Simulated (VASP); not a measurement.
A run of VASP 6.6.1 is set up as follows.

Contents of INCAR:

```
SYSTEM = WC
PREC = Accurate
ENCUT = 520
EDIFF = 1E-7
ISMEAR = -1
SIGMA = 0.36
LREAL = Auto
LASPH = .True.
NELM = 80
ALGO = Normal
ISIF = 2
LWAVE = .False.
LCHARG = .False.
NBANDS = 86
```

File KPOINTS:

```
Automatic mesh
0
Gamma
  2 2 2
  0 0 0
```

POSCAR

```
WC
1.0
   -2.8990080000     -5.0212270000      0.0000000000
    4.3768990000     -2.5270040000      0.0000000000
    0.0000000000      0.0000000000      5.8329450000
W C
8 8
Direct
    0.7658364529      0.4793270312     -0.0053660715
    0.7472344663      0.5479081641      0.4926670833
    0.4955129923     -0.0042276212     -0.0159439186
    0.4929789120      0.0065456867      0.5233891285
    0.2562080628      0.4979893810      0.0243959098
    0.2593869050      0.5630618191      0.4693683894
   -0.0203006500      0.0239549172      0.0459116278
    0.0088957590      0.0125177383      0.5112340336
    0.4899833314      0.7149503787      0.2075623892
    0.4868176370      0.6316088684      0.7945043199
    0.2677183556      0.1664917684      0.2543312169
    0.2734818302      0.1879243761      0.8005561513
   -0.0293865984      0.7251499329      0.2272951314
    0.0130291751      0.7289571185      0.7186078388
    0.7260268648      0.2251497440      0.2595601364
    0.7662453090      0.1717086185      0.7511471478
```

Potentials or basis: VASP PAW LDA potentials, release 64 (W_sv, C).

Command:

```bash
$ cat potpaw_LDA.64/W_sv/POTCAR potpaw_LDA.64/C/POTCAR > POTCAR
$ mpirun -np 1 vasp_std > vasp.out
```

**Question.** Estimate the largest force.

**Answer.** 8.507 eV/Å.

**Question.** Predict the band gap on the k mesh.

**Answer.** 0.16 eV (least direct gap 0.37 eV).

**Question.** Estimate the pressure.

**Answer.** 3.7 GPa.

Stress tensor (GPa, compression positive):
```
 11.48  -5.33 -11.47
 -5.33   3.05   2.48
-11.47   2.48  -3.51
```

Caveat: the k points lie up to 0.62 Å⁻¹ apart; the atoms stand as in a frame of molecular dynamics; so wide a smearing shifts energies and pressures; spin-orbit coupling is left out, which moves the levels of the heavy elements; forces of over 1 eV/Å act on the atoms, so gaps and moduli don't describe the material at rest. A k mesh can miss the band edges.
